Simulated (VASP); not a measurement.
# Si (Fd-3m) in VASP: phonons with r2SCAN

Aim: the phonons of Si with r2SCAN.

Program: VASP 6.6.1. These are calculated values, not measurements. Logs are shortened: lines on timing, memory, paths and dates and some standing lists are left out, and cuts for length are marked.

### 1 The cell of the first run

It takes space group Fd-3m (No. 227, cubic). Conventional cell: a = 5.444 Å, b = 5.444 Å, c = 5.444 Å, α = 90.00°, β = 90.00°, γ = 90.00°. Si (site symmetry -43m) has 4 Si at 2.36 Å within 3.1 Å.

### 2 Phonons, r2SCAN

File INCAR:

```
ALGO = Normal
EDIFF = 1E-8
ENCUT = 520
IBRION = 6
ISIF = 2
ISMEAR = 0
LASPH = True
LCHARG = False
LMIXTAU = True
LREAL = False
LWAVE = False
METAGGA = R2SCAN
NELM = 80
NFREE = 2
NSW = 1
POTIM = 0.015
PREC = Accurate
SIGMA = 0.01
```

File KPOINTS:

```
k-points
0
Gamma
  8 8 8
```

File POSCAR:

```
Si
1.0
    0.0000000000      2.7220493306      2.7220493306
    2.7220493306      0.0000000000      2.7220493306
    2.7220493306      2.7220493306      0.0000000000
Si
2
Direct
    0.5000000000      0.5000000000      0.5000000000
    0.7500000000      0.7500000000      0.7500000000
```

Potentials or basis: VASP PAW PBE potentials, release 64 (Si).

Command:

```bash
> cat potpaw_PBE.64/Si/POTCAR > POTCAR
> mpirun -np 1 vasp_std > vasp.out
```

OUTCAR:

```text
EDIFF = 1E-8
   ENCUT = 520
   IBRION = 6
   ISIF = 2
   ISMEAR = 0
   LASPH = True
   LREAL = False
   METAGGA = R2SCAN
   NELM = 80
   NFREE = 2
   NSW = 1
   POTIM = 0.015
   PREC = Accurate

 ion  position               nearest neighbor table
   1  0.500  0.500  0.500-   2 2.36   2 2.36   2 2.36   2 2.36
   2  0.750  0.750  0.750-   1 2.36   1 2.36   1 2.36   1 2.36

  LATTYP: Found a face centered cubic cell.
 ALAT       =     5.4440986612

  Lattice vectors:

 A1 = (   0.0000000000,   2.7220493306,   2.7220493306)
 A2 = (   2.7220493306,   0.0000000000,   2.7220493306)
 A3 = (   2.7220493306,   2.7220493306,   0.0000000000)

Analysis of symmetry for initial positions (statically):
=====================================================================
 Subroutine PRICEL returns:
 Original cell was already a primitive cell.

 Routine SETGRP: Setting up the symmetry group for a
 face centered cubic supercell.

 Subroutine GETGRP returns: Found 48 space group operations
 (whereof 24 operations were pure point group operations)
 out of a pool of 48 trial point group operations.

The static configuration has the point symmetry T_d .
 The point group associated with its full space group is O_h .

Analysis of symmetry for dynamics (positions and initial velocities):
=====================================================================
 Subroutine PRICEL returns:
 Original cell was already a primitive cell.

 Routine SETGRP: Setting up the symmetry group for a
 face centered cubic supercell.

 Subroutine GETGRP returns: Found 48 space group operations
 (whereof 24 operations were pure point group operations)
 out of a pool of 48 trial point group operations.

The dynamic configuration has the point symmetry T_d .
 The point group associated with its full space group is O_h .

 Subroutine INISYM returns: Found 48 space group operations
 (whereof 24 operations are pure point group operations),
 and found     1 'primitive' translations
[... 150 lines left out ...]
  Direction    XX          YY          ZZ          XY          YZ          ZX
  --------------------------------------------------------------------------------------
  -------------------------------------------------------------------------------------
  Total       -0.0563099     -0.0563099     -0.0563099     -0.0000000     -0.0000000     -0.0000000
  in kB       -2.2365455     -2.2365455     -2.2365455     -0.0000000     -0.0000000     -0.0000000
  external PRESSURE =      -2.2365455 kB  Pullay stress =       0.0000000 kB
[... 59 lines left out ...]
--------------------------------------- Ionic step        3  -------------------------------------------

 number of electron       8.0000000 magnetization

 Free energy of the ion-electron system (eV)
  ---------------------------------------------------
  ext. energy  EPLUGINS =         0.00000000
  ---------------------------------------------------
  free energy    TOTEN  =       -17.54558834 eV

  energy without entropy =      -17.54558834  energy(sigma->0) =      -17.54558834

 E-fermi :   5.7848     XC(G=0):  -9.8251

 val. band max:        5.7405004225   @ k =   0.0000   0.0000   0.0000
 cond. band min:       6.4877214628   @ k =   0.0000   0.3750   0.3750
 fundamental gap:      0.7472210402
 Fermi energy:         5.7848343566

 k-point     1 :       0.0000    0.0000    0.0000
  band No.  band energies     occupation
      1      -6.8102      2.00000
      2       5.5873      2.00000
      3       5.6645      2.00000
      4       5.7405      2.00000
      5       8.3732      0.00000
      6       8.4177      0.00000
      7       8.4638      0.00000
      8       9.5616      0.00000
[... 243 lines left out ...]
 k-point    24 :      -0.3750    0.2500    0.1250
  band No.  band energies     occupation
      1      -3.8304      2.00000
      2      -1.3427      2.00000
      3       2.0995      2.00000
      4       3.3843      2.00000
      5       9.0176      0.00000
      6       9.0653      0.00000
      7      11.9881      0.00000
      8      13.2838      0.00000

 [... further k-points ...]
[... 5 lines left out ...]
  --------------------------------------------------------------------------------------
  -------------------------------------------------------------------------------------
  Total       -0.0566759     -0.0529813     -0.0529813      0.0000000     -0.1406181      0.0000000
  in kB       -2.2510799     -2.1043355     -2.1043355      0.0000000     -5.5851353      0.0000000
  external PRESSURE =      -2.1532503 kB  Pullay stress =       0.0000000 kB
[... 17 lines left out ...]
  FREE ENERGIE OF THE ION-ELECTRON SYSTEM (eV)
  ---------------------------------------------------
  free  energy   TOTEN  =       -17.5455883444 eV

  energy  without entropy=      -17.5455883444  energy(sigma->0) =      -17.54558834

 INTERNAL STRAIN TENSORS FROM DISPLACED ATOMS
 ============================================

 INTERNAL STRAIN TENSOR FOR ION    1 for displacements in x,y,z  (eV/Angst):
          X           Y           Z          XY          YZ          ZX
  --------------------------------------------------------------------------------
  x     0.00000    -0.00000    -0.00000     0.00000     9.37427     0.00000
  y    -0.00000     0.00000    -0.00000     0.00000     0.00000     9.37427
  z    -0.00000    -0.00000     0.00000     9.37427     0.00000     0.00000

 INTERNAL STRAIN TENSOR FOR ION    2 for displacements in x,y,z  (eV/Angst):
          X           Y           Z          XY          YZ          ZX
  --------------------------------------------------------------------------------
  x    -0.00000     0.00000     0.00000     0.00000    -9.37427     0.00000
  y     0.00000    -0.00000     0.00000     0.00000     0.00000    -9.37427
  z     0.00000     0.00000    -0.00000    -9.37427     0.00000     0.00000

 Eigenvectors and eigenvalues of the dynamical matrix
 ----------------------------------------------------

   1 f  =   15.518209 THz    97.503780 2PiTHz  517.631719 cm-1    64.178125 meV
             X         Y         Z           dx          dy          dz
      2.722049  2.722049  2.722049     0.000000   -0.707107    0.000000
      4.083074  4.083074  4.083074     0.000000    0.707107    0.000000
[... 21 lines left out ...]
   6 f  =    0.000000 THz     0.000000 2PiTHz    0.000000 cm-1     0.000000 meV
             X         Y         Z           dx          dy          dz
      2.722049  2.722049  2.722049     0.000000    0.000000    0.707107
      4.083074  4.083074  4.083074     0.000000    0.000000    0.707107

 ELASTIC MODULI CONTR FROM IONIC RELAXATION (kBar)
 Direction    XX          YY          ZZ          XY          YZ          ZX
 --------------------------------------------------------------------------------
 XX          -0.0000     -0.0000     -0.0000      0.0000     -0.0000      0.0000
 YY          -0.0000     -0.0000     -0.0000      0.0000      0.0000     -0.0000
 ZZ          -0.0000     -0.0000     -0.0000     -0.0000      0.0000      0.0000
 XY           0.0000      0.0000     -0.0000   -252.2561      0.0000      0.0000
 YZ          -0.0000      0.0000      0.0000      0.0000   -252.2561      0.0000
 ZX           0.0000     -0.0000      0.0000      0.0000      0.0000   -252.2561
 --------------------------------------------------------------------------------
```

OSZICAR:

```text
N       E                     dE             d eps       ncg     rms          rms(c)
DAV:   1     0.280215019422E+01    0.28022E+01   -0.34469E+03   464   0.831E+02
DAV:   2    -0.184370346248E+02   -0.21239E+02   -0.20798E+02   704   0.910E+01
[... 39 lines left out ...]
DAV:   6    -0.175455880767E+02   -0.20683E-04   -0.19516E-05  1744   0.426E-02    0.779E-04
DAV:   7    -0.175455881472E+02   -0.70502E-07   -0.20168E-06  1864   0.133E-02    0.457E-04
DAV:   8    -0.175455883833E+02   -0.23608E-06   -0.49640E-07  1880   0.717E-03    0.943E-05
DAV:   9    -0.175455883219E+02    0.61367E-07   -0.56091E-08  1864   0.325E-03    0.880E-05
DAV:  10    -0.175455883522E+02   -0.30290E-07   -0.72467E-09  1392   0.117E-03    0.429E-05
DAV:  11    -0.175455883444E+02    0.78066E-08   -0.11739E-09  1056   0.378E-04
   3 F= -.17545588E+02 E0= -.17545588E+02  d E =-.320706E-13
```

Run time: 8.5 min. Hardware: 1 thread of AMD EPYC 7R13, shared host; peak memory 0.17 GiB.

Results:

- Highest phonon frequency at Γ: 518 cm⁻¹

Phonon frequencies in cm⁻¹ (negative: imaginary):
| q point | frequencies |
| --- | --- |
| (0.000, 0.000, 0.000) | 0 0 0 518 518 518 |

Caveat: the PAW data sets were made with another functional, which shifts forces and pressure a little.
